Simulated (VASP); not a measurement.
Input of a VASP 6.6.1 run:

INCAR

```
SYSTEM = KF
PREC = Accurate ; ENCUT = 600
EDIFF = 1E-6 ; ISMEAR = 0
SIGMA = 0.01 ; LREAL = .FALSE.
LASPH = .TRUE. ; NELM = 120
ALGO = Normal ; ISIF = 2
LWAVE = .FALSE. ; LCHARG = .FALSE.
GGA = PE ; NBANDS = 15
GGA_COMPAT = .FALSE.
```

File KPOINTS:

```
regular mesh
0
G
  4 4 4
  0 0 0
```

The input POSCAR:

```
KF
1.0
    0.0000000000      2.6300000000      2.6300000000
    2.6300000000      0.0000000000      2.6300000000
    2.6300000000      2.6300000000      0.0000000000
K F
1 1
Direct
    0.0000000000      0.0000000000      0.0000000000
    0.5000000000      0.5000000000      0.5000000000
```

Potentials or basis: VASP PAW PBE potentials, release 64 (K_sv, F).

Run with:

```bash
$ cat potpaw_PBE.64/K_sv/POTCAR potpaw_PBE.64/F/POTCAR > POTCAR
$ mpirun -np 1 vasp_std > vasp.out
```

Predict the band gap on the k mesh.

6.42 eV.

What does it give for the pressure?

3.3 GPa.

Caveat: the k points lie up to 0.52 Å⁻¹ apart.
